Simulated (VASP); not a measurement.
# Cr (Cmcm) in VASP: a series of runs

The runs below take Cr through single point, with PBEsol, LDA.

Everything below comes from runs of VASP 6.6.1. Logs are shortened: lines on timing, memory, paths and dates and some standing lists are left out, and cuts for length are marked.

**1. The cell of the first run**

The structure is orthorhombic, space group Cmcm (No. 63). Conventional cell: a = 2.294 Å, b = 4.934 Å, c = 4.064 Å, α = 90.00°, β = 90.00°, γ = 90.00°. Within 3.0 Å of Cr (site symmetry m2m) lie 12 Cr at 2.29 to 2.72 Å.

**2. Single point, PBEsol, collinear spin, ferromagnetic start**

File INCAR:

```
  ALGO = Normal
  EDIFF = 1E-6
  ENCUT = 520
  GGA = PS
  ISIF = 2
  ISMEAR = -1
  ISPIN = 2
  LASPH = True
  LCHARG = False
  LMAXMIX = 4
  LORBIT = 11
  LREAL = False
  LWAVE = False
  MAGMOM = 3.75 3.75
  NBANDS = 23
  NELM = 150
  NUPDOWN = 7.5
  PREC = Accurate
  SIGMA = 0.05
```

File KPOINTS:

```
k-points
0
Gamma
  11 11 6
```

File POSCAR:

```
Cr
1.0
    1.1470505050     -2.4670251200      0.0000000000
    1.1470505050      2.4670251200      0.0000000000
    0.0000000000      0.0000000000      4.0643107400
Cr
2
Direct
    0.8705325800      0.1294674200      0.7500000000
    0.1294674200      0.8705325800      0.2500000000
```

Potentials or basis: VASP PAW PBE potentials, release 64 (Cr_pv).

Run with:

```
$ cat potpaw_PBE.64/Cr_pv/POTCAR > POTCAR
$ mpirun -np 1 vasp_std > vasp.out
```

OUTCAR:

```text
EDIFF = 1E-6
   ENCUT = 520
   GGA = PS
   ISIF = 2
   ISMEAR = -1
   ISPIN = 2
   LASPH = True
   LORBIT = 11
   LREAL = False
   NELM = 150
   NUPDOWN = 7.5
   PREC = Accurate

 ion  position               nearest neighbor table
   1  0.871  0.129  0.750-   2 2.40   2 2.40   2 2.62   2 2.62   2 2.62   2 2.62
   2  0.129  0.871  0.250-   1 2.40   1 2.40   1 2.62   1 2.62   1 2.62   1 2.62

  LATTYP: Found a base centered orthorhombic cell.
 ALAT       =     2.2941010100
 B/A-ratio  =     2.1507554456
 C/A-ratio  =     1.7716354782

  Lattice vectors:

 A1 = (   1.1470505050,  -2.4670251200,   0.0000000000)
 A2 = (   1.1470505050,   2.4670251200,   0.0000000000)
 A3 = (   0.0000000000,   0.0000000000,   4.0643107400)

Analysis of symmetry for initial positions (statically):
=====================================================================
 Subroutine PRICEL returns:
 Original cell was already a primitive cell.

 Routine SETGRP: Setting up the symmetry group for a
 base centered orthorhombic supercell.

 Subroutine GETGRP returns: Found  8 space group operations
 (whereof  4 operations were pure point group operations)
 out of a pool of  8 trial point group operations.

The static configuration has the point symmetry C_2h.
 The point group associated with its full space group is D_2h.

Analysis of symmetry for dynamics (positions and initial velocities):
=====================================================================
 Subroutine PRICEL returns:
 Original cell was already a primitive cell.

 Routine SETGRP: Setting up the symmetry group for a
 base centered orthorhombic supercell.

 Subroutine GETGRP returns: Found  8 space group operations
 (whereof  4 operations were pure point group operations)
 out of a pool of  8 trial point group operations.

The dynamic configuration has the point symmetry C_2h.
 The point group associated with its full space group is D_2h.

Analysis of structural, dynamic, and magnetic symmetry:
=====================================================================
 Subroutine PRICEL returns:
 Original cell was already a primitive cell.

 Routine SETGRP: Setting up the symmetry group for a
 base centered orthorhombic supercell.

 Subroutine GETGRP returns: Found  8 space group operations
 (whereof  4 operations were pure point group operations)
 out of a pool of  8 trial point group operations.

The overall configuration has the point symmetry C_2h.
 The point group associated with its full space group is D_2h.

 Subroutine INISYM returns: Found  8 space group operations
 (whereof  4 operations are pure point group operations),
 and found     1 'primitive' translations

----------------------------------------------------------------------------------------

                                     Primitive cell

  volume of cell :      23.0024

  direct lattice vectors                    reciprocal lattice vectors
     1.147050505 -2.467025120  0.000000000     0.435900597 -0.202673250  0.000000000
     1.147050505  2.467025120  0.000000000     0.435900597  0.202673250  0.000000000
     0.000000000  0.000000000  4.064310740     0.000000000  0.000000000  0.246044179

  length of vectors
     2.720650254  2.720650254  4.064310740     0.480713820  0.480713820  0.246044179

  position of ions in fractional coordinates (direct lattice)
     0.870532580  0.129467420  0.750000000
     0.129467420  0.870532580  0.250000000

  ion indices of the primitive-cell ions
   primitive index   ion index
                 1           1
                 2           2

----------------------------------------------------------------------------------------

 KPOINTS: k-points

Automatic generation of k-mesh.
 Grid dimensions read from file:
 generate k-points for:   11   11    6

 Generating k-lattice:

  Cartesian coordinates                     Fractional coordinates (reciprocal lattice)
     0.039627327 -0.018424841  0.000000000     0.090909091 -0.000000000  0.000000000
     0.039627327  0.018424841  0.000000000    -0.000000000  0.090909091  0.000000000
     0.000000000  0.000000000  0.041007363     0.000000000  0.000000000  0.166666667

  Length of vectors
     0.043701256  0.043701256  0.041007363

  Shift w.r.t. Gamma in fractional coordinates (k-lattice)
     0.000000000  0.000000000  0.000000000

 Subroutine IBZKPT returns following result:
 ===========================================

 Found    144 irreducible k-points:

 Following reciprocal coordinates:
            Coordinates               Weight
  0.000000  0.000000  0.000000      1.000000
  0.090909  0.000000  0.000000      4.000000
  0.181818  0.000000  0.000000      4.000000
  0.272727  0.000000  0.000000      4.000000
  0.363636 -0.000000  0.000000      4.000000
  0.454545 -0.000000  0.000000      4.000000
[... 16 lines left out ...]
 -0.272727  0.181818  0.000000      4.000000
 -0.181818  0.181818  0.000000      2.000000
 [... further k-points ...]
   k-points           NKPTS =    144   k-points in BZ     NKDIM =    144   number of bands    NBANDS=     23
   number of dos      NEDOS =    301   number of ions     NIONS =      2
   total plane-waves  NPLWV =  12000
   dimension x,y,z NGX =    20 NGY =   20 NGZ =   30
   dimension x,y,z NGXF=    40 NGYF=   40 NGZF=   60
   ions per type =               2
   NGX,Y,Z   is equivalent  to a cutoff of  12.22, 12.22, 12.27 a.u.
   NGXF,Y,Z  is equivalent  to a cutoff of  24.44, 24.44, 24.54 a.u.
 SYSTEM =  unknown system
   PREC   = accura    normal or accurate (medium, high low for compatibility)
   ISTART =      0    job   : 0-new  1-cont  2-samecut
   ICHARG =      2    charge: 1-file 2-atom 10-const
   ISPIN  =      2    spin polarized calculation?
   LNONCOLLINEAR =      F non collinear calculations
   LSORBIT =      F    spin-orbit coupling
   LASPH  =      T    aspherical Exc in radial PAW
   ENCUT  =  520.0 eV  38.22 Ry    6.18 a.u.   5.06  5.06  7.56*2*pi/ulx,y,z
   NELM   =    150;   NELMIN=  2; NELMDL= -5     # of ELM steps
   EDIFF  = 0.1E-05   stopping-criterion for ELM
   LREAL  =      F    real-space projection
   EDIFFG = 0.1E-04   stopping-criterion for IOM
   NSW    =      0    number of steps for IOM
   IBRION =     -1    ionic relax: 0-MD 1-quasi-New 2-CG
   NFREE  =      0    steps in history (QN), initial steepest desc. (CG)
   ISIF   =      2    stress and relaxation
   ISYM   =      2    0-nonsym 1-usesym 2-fastsym
   POTIM  = 0.5000    time-step for ionic-motion
   TEBEG  =    0.0;   TEEND  =   0.0 temperature during run
   PSTRESS=    0.0 pullay stress
   NELECT =      24.0000    total number of electrons
   NUPDOWN=       7.5000    fix difference up-down
   EMIN   =  10.00;   EMAX   =-10.00  energy-range for DOS
   EFERMI =   0.00;   METHOD = LEGACY
   ISMEAR =    -1;   SIGMA  =   0.05  broadening in eV -4-tet -1-fermi 0-gaus
   EFERMI_NEDOS =   21; number of points for ismear=-14 and -15
   IALGO  =     38    algorithm
   IMIX   =      4    mixing-type and parameters
     AMIX     =   0.40;   BMIX     =  1.00
     AMIX_MAG =   1.60;   BMIX_MAG =  1.00
  volume/ion in A,a.u.               =      11.50        77.61
  Fermi-wavevector in a.u.,A,eV,Ry     =   1.660431  3.137760 37.511698  2.757032
  Thomas-Fermi vector in A             =   2.747669
   LORBIT       =     11    0 simple, 1 ext, 2 COOP (PROOUT), +10 PAW based schemes
   GGA     = PS    functional components
   LHFCALC =     F    Hartree Fock is set to
   AEXX    =    0.0000 exact exchange contribution
   IVDW    =     0    specifies the selected vdW correction
   LEPSILON=     F    determine dielectric tensor
   LRPA    =     F    only Hartree local field effects (RPA)
 spin polarized calculation
  energy-cutoff  :      520.00
  volume of cell :       23.00
 maximum number of plane-waves:       646
   NGX = 11   NGY = 11   NGZ = 15

 number of electron      23.9999987 magnetization       7.4999995

 Free energy of the ion-electron system (eV)
  ---------------------------------------------------
  ext. energy  EPLUGINS =         0.00000000
  ---------------------------------------------------
  free energy    TOTEN  =       -14.80461087 eV

  energy without entropy =      -14.78008881  energy(sigma->0) =      -14.79234984

 E-fermi :  10.1658     XC(G=0): -13.5772

 val. band max:       12.8909940700   @ k =  -0.0909   0.0909   0.1667
 cond. band min:      10.1701390642   @ k =   0.2727   0.2727   0.1667
 fundamental gap:     -2.7208550057
 Fermi energy:        12.8918579948

 spin component 1

 k-point     1 :       0.0000    0.0000    0.0000
  band No.  band energies     occupation
      1     -32.5944      1.00000
      2     -31.8627      1.00000
      3     -31.5955      1.00000
      4     -31.5658      1.00000
      5     -31.4485      1.00000
      6     -31.4359      1.00000
[... 15 lines left out ...]
     22      25.9233      0.00000
     23      30.4792      0.00000
[... 575 lines left out ...]
      1     -32.5015      1.00000
      2     -31.9739      1.00000
      3     -31.7489      1.00000
      4     -31.6309      1.00000
      5     -31.4999      1.00000
      6     -31.4149      1.00000
[... 15 lines left out ...]
     22      22.8307      0.00000
     23      28.8873      0.00000

 [... further k-points ...]

 spin component 2

 k-point     1 :       0.0000    0.0000    0.0000
  band No.  band energies     occupation
      1     -29.3694      1.00000
      2     -28.5728      1.00000
      3     -28.2964      1.00000
      4     -28.2927      1.00000
      5     -28.2195      1.00000
      6     -28.2067      1.00000
[... 15 lines left out ...]
     22      27.8549      0.00000
     23      32.1476      0.00000
[... 575 lines left out ...]
      1     -29.2711      1.00000
      2     -28.6939      1.00000
      3     -28.4621      1.00000
      4     -28.3606      1.00000
      5     -28.2741      1.00000
      6     -28.1845      1.00000
[... 15 lines left out ...]
     22      25.1264      0.00000
     23      30.7821      0.00000

 [... further k-points ...]

------------------------ aborting loop because EDIFF is reached ----------------------------------------

  FORCE on cell =-STRESS in cart. coord.  units (eV):
  Direction    XX          YY          ZZ          XY          YZ          ZX
  --------------------------------------------------------------------------------------
  -------------------------------------------------------------------------------------
  Total       16.4731451      8.5579904     11.3135374      0.0000000      0.0000000      0.0000000
  in kB     1147.3980139    596.0866102    788.0177241      0.0000000      0.0000000      0.0000000
  external PRESSURE =     843.8341161 kB  Pullay stress =       0.0000000 kB

 VOLUME and BASIS-vectors are now :
 -----------------------------------------------------------------------------
  energy-cutoff  :      520.00
  volume of cell :       23.00
      direct lattice vectors                 reciprocal lattice vectors
     1.147050505 -2.467025120  0.000000000     0.435900597 -0.202673250  0.000000000
     1.147050505  2.467025120  0.000000000     0.435900597  0.202673250  0.000000000
     0.000000000  0.000000000  4.064310740     0.000000000  0.000000000  0.246044179

 POSITION                                       TOTAL-FORCE (eV/Angst)
 -----------------------------------------------------------------------------------
      1.14705     -1.82823      3.04823         0.000000      0.690822      0.000000
      1.14705      1.82823      1.01608         0.000000     -0.690822     -0.000000
 -----------------------------------------------------------------------------------
    total drift:                               -0.000000     -0.000000      0.000000

  FREE ENERGIE OF THE ION-ELECTRON SYSTEM (eV)
  ---------------------------------------------------
  free  energy   TOTEN  =       -14.8046108673 eV

  energy  without entropy=      -14.7800888145  energy(sigma->0) =      -14.79234984

 total charge

# of ion       s       p       d       tot
------------------------------------------
    1        0.435   6.361   4.372  11.168
    2        0.435   6.361   4.372  11.168
--------------------------------------------------
tot          0.869  12.722   8.745  22.335

 magnetization (x)

# of ion       s       p       d       tot
------------------------------------------
    1        0.024   0.187   3.288   3.499
    2        0.024   0.187   3.288   3.499
--------------------------------------------------
tot          0.049   0.373   6.575   6.998
```

Run time: 54 s. Hardware: 1 thread of AMD EPYC 9R45 (Zen 5), shared host; peak memory 0.19 GiB.

What came out:

- Free energy: -14.8046 eV
- Pressure: 84.4 GPa
- Largest force: 0.691 eV/Å
- Net moment: 7.50 μB per cell
- Site moments: Cr +3.50 μB
- Valence electrons inside the program's atomic spheres: Cr 11.17

Forces on the atoms (eV/Å):
```
Cr   0.000  0.691  0.000
Cr   0.000 -0.691  0.000
```

Caveat: the PAW data sets were made with another functional, which shifts forces and pressure a little; the total moment is fixed, so each spin has its own Fermi level.

**3. Single point, PBEsol, collinear spin, ferromagnetic start**

File INCAR:

```
PREC = Accurate
ENCUT = 520
EDIFF = 1E-6
ISMEAR = -1
SIGMA = 0.05
LREAL = F
LASPH = T
NELM = 150
ALGO = Normal
ISIF = 2
LWAVE = F
LCHARG = T
ISPIN = 2
MAGMOM = 4.5 4.5
LORBIT = 11
NUPDOWN = 9.0
LMAXMIX = 4
GGA = PS
LELF = T
LVHAR = T
NBANDS = 23
```

File KPOINTS:

```
Automatic mesh
0
Gamma
  11 11 6
```

POSCAR is that of step 2.

Potentials or basis: VASP PAW PBE potentials, release 64 (Cr_pv).

Run with:

```
$ cat potpaw_PBE.64/Cr_pv/POTCAR > POTCAR
$ mpirun -np 1 vasp_std > vasp.out
```

It took 52 s on 1 thread of AMD EPYC 9R45 (Zen 5), shared host; peak memory 0.19 GiB.

Results (log left out):

- Free energy: -12.3629 eV
- Pressure: 120.0 GPa
- Largest force: 0.708 eV/Å
- Net moment: 9.00 μB per cell
- Site moments: Cr +4.15 μB
- Valence electrons inside the program's atomic spheres: Cr 11.21

Forces in eV/Å, atoms in the order of the input:
```
Cr   0.000  0.708  0.000
Cr   0.000 -0.708  0.000
```

Stress tensor (GPa, compression positive):
```
154.06   0.00   0.00
  0.00  89.10   0.00
  0.00   0.00 116.88
```

Caveat: the PAW data sets were made with another functional, which shifts forces and pressure a little; the total moment is fixed, so each spin has its own Fermi level.

**4. Single point, PBEsol, collinear spin, ferromagnetic start**

File INCAR:

```
ALGO     = Normal         # electronic algorithm
EDIFF    = 1E-6           # SCF threshold, eV
ENCUT    = 520            # plane-wave cutoff, eV
GGA      = PS             # functional
ISIF     = 2              # what is computed and relaxed
ISMEAR   = -1             # smearing method
ISPIN    = 2              # spin polarisation
LASPH    = T              # aspherical terms in the spheres
LCHARG   = F              # write CHGCAR
LMAXMIX  = 4              # l up to which the mixer works
LORBIT   = 11             # projections on sites
LREAL    = F              # projectors in reciprocal space
LWAVE    = F              # write WAVECAR
MAGMOM   = 6 6            # initial moments
NBANDS   = 23             # bands
NELM     = 150            # most SCF steps
NUPDOWN  = 12.0           # fixed moment
PREC     = Accurate       # precision mode
SIGMA    = 0.05           # smearing width, eV
```

File KPOINTS:

```
k-points
0
Gamma
  11 11 6
```

POSCAR is that of step 3.

Run with:

```
$ cat potpaw_PBE.64/Cr_pv/POTCAR > POTCAR
$ mpirun -np 1 vasp_std > vasp.out
```

Wall time 53 s (1 thread of AMD EPYC 9R45 (Zen 5), shared host); peak memory 0.19 GiB.

It converged, with:

```
Free energy                                           : -2.5351 eV
Pressure                                              : 207.6 GPa
Largest force                                         : 1.081 eV/Å
Net moment                                            : 12.00 μB per cell
Site moments                                          : Cr +5.36 μB
Valence electrons inside the program's atomic spheres : Cr 11.35
```

Forces on the atoms (eV/Å):
```
Cr   0.000  1.081  0.000
Cr   0.000 -1.081  0.000
```

Stress tensor (GPa, compression positive):
```
245.45   0.00   0.00
  0.00 176.28   0.00
  0.00   0.00 200.97
```

Caveat: the PAW data sets were made with another functional, which shifts forces and pressure a little; the total moment is fixed, so each spin has its own Fermi level.

(Continued in part 2 of 2.)
